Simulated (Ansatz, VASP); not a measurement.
## FeCo3Ge4: VASP beside Ansatz

```xyz
8
Lattice="3.4863 2.0128 2.8466 -3.4863 2.0128 2.8466 0.0000 -4.0257 2.8466" Properties=species:S:1:pos:R:3 pbc="T T T"
Fe    0.0000    0.0000    7.3869
Co   -1.7432    0.0805    3.2309
Co    0.8019   -1.5499    3.2309
Co    0.9413    1.4694    3.2309
Ge    1.7432   -0.2657    5.2434
Ge   -0.6415    1.6425    5.2434
Ge   -1.1017   -1.3768    5.2434
Ge    0.0000    0.0000    1.3493
```

Alike in both runs: task relaxation of cell and atoms; functional PBE; k mesh 4 × 4 × 4; occupations gaussian, width 0.1 eV; collinear spin.

|  | VASP | Ansatz |
| --- | --- | --- |
| version | VASP 6.6.1 | Ansatz 0.2.0 |
| potentials or method | VASP PAW PBE potentials, release 64 (Fe, Co, Ge_d), cutoff 600 eV | scalar-relativistic, plane waves, PAW |
| valence electrons in the cell | 91 | 123 |

Ansatz gave:

| Quantity | Value |
| --- | --- |
| gap on the k mesh at the Fermi level, each at its own relaxed structure (eV) | none |
| net moment per atom (μB) | 0.15 |
| size of the moment on the site where the two differ most (μB) | 0.89 |
| relaxed volume (Å³/atom) | 12.54 |
| relaxed length of the cell vector where the two differ most in proportion (Å) | 4.646 |

Task: Which values does VASP return?

Result: gap on the k mesh at the Fermi level, each at its own relaxed structure (eV): none; net moment per atom (μB): 0.15; size of the moment on the site where the two differ most (μB): 0.92; relaxed volume (Å³/atom): 12.55; relaxed length of the cell vector where the two differ most in proportion (Å): 4.647.

Site moments also hang on the region over which each program counts them. A gap of «none» marks a metal or a gap that the smearing closes. VASP's potentials hold 91 valence electrons a cell and Ansatz's 123, so a difference there can come from the potentials and not from the codes. Ansatz's warnings: seeded moment not kept.

Noted on VASP's run: the volume moved by over 15 % at a fixed basis, so the end points are rough.
